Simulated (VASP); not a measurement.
Wanted: the native input for a VASP 6.6.1 run.

```
Task                   : single point
Functional             : PBE
Potentials or basis    : VASP PAW PBE potentials, release 64 (Er_3, Nb_sv), 4f in core
Cutoff                 : 500 eV
k mesh                 : 6 × 6 × 4
Occupations            : gaussian, width 0.1 eV
Spin                   : no spin polarisation
Dipole correction      : no
Further INCAR settings : ALGO = Normal; EDIFF = 1e-06; NBANDS = 24
```

The structure of ErNb2 lies in POSCAR:

```
ErNb2
1.0
    3.8226013500      0.0000000000      0.0000000000
   -1.9113006800      3.3104698800      0.0000000000
    0.0000000000      0.0000000000      4.2870583500
Er Nb
1 2
Direct
    0.0000000000      0.0000000000      0.0000000000
    0.3333333300      0.6666666700      0.5000000000
    0.6666666700      0.3333333300      0.5000000000
```

The cell was generated, and may not be a known phase.

One way to write it, as run:

INCAR

```
SYSTEM = ErNb2
PREC = Accurate
ENCUT = 500
EDIFF = 1E-6
ISMEAR = 0
SIGMA = 0.1
LREAL = .FALSE.
LASPH = .TRUE.
NELM = 200
ALGO = Normal
ISIF = 2
LWAVE = .FALSE.
LCHARG = .FALSE.
GGA = PE
NBANDS = 24
GGA_COMPAT = .FALSE.
LMAXMIX = 6
```

KPOINTS

```
regular mesh
0
G
  6 6 4
  0 0 0
```

Potentials or basis: VASP PAW PBE potentials, release 64 (Er_3, Nb_sv), 4f in core.

Launch:

```console
$ cat potpaw_PBE.64/Er_3/POTCAR potpaw_PBE.64/Nb_sv/POTCAR > POTCAR
$ mpirun -np 1 vasp_std > vasp.out
```

It gave:

The pressure is 46.3 GPa and the band gap on the k mesh is zero (an odd number of electrons rules out a gap without spin polarisation).

Caveat: the k points lie up to 0.37 Å⁻¹ apart, too coarse for converged energies and pressures of a metal; spin-orbit coupling is left out, which moves the levels of the heavy elements; the 4f electrons are frozen in the core, so they carry no moment and show no levels.

It took 28 s on 1 thread of Intel(R) Xeon(R) Platinum 8259CL CPU @ 2.50GHz (Skylake/Cascade Lake) (shared host), peak memory 0.18 GiB.
